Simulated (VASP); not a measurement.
Li, 2 atoms in the cell. It takes space group P6_3/mmc (No. 194, hexagonal). Conventional cell: a = 2.551 Å, b = 2.551 Å, c = 4.170 Å, α = 90.00°, β = 90.00°, γ = 120.00°. Within 3.4 Å of Li (site symmetry -6m2) lie 12 Li at 2.55 Å. 

```yaml
Program: VASP 6.6.1
Task: single point
Functional: PBE
Potentials_or_basis: VASP PAW PBE potentials, release 64 (Li_sv)
Cutoff: 520 eV
k_mesh: 14 × 14 × 8
Occupations: fermi-dirac, width 0.1 eV
Spin: no spin polarisation
Dipole_correction: no
Further_INCAR_settings: ALGO = Normal; EDIFF = 1e-06; NBANDS = 10
```

Potentials or basis: VASP PAW PBE potentials, release 64 (Li_sv).

Run with:

```console
$ cat potpaw_PBE.64/Li_sv/POTCAR > POTCAR
$ mpirun -np 1 vasp_std > vasp.out
```

Hardware: 1 thread of AMD EPYC 9R45 (Zen 5) (shared host).

**Question.** Estimate the wall time of this run.

**Answer.** Run time: 9.5 s on 1 thread of AMD EPYC 9R45 (Zen 5), on a shared host, peak memory 0.11 GiB. Counts: scf iterations 11, k points 120.
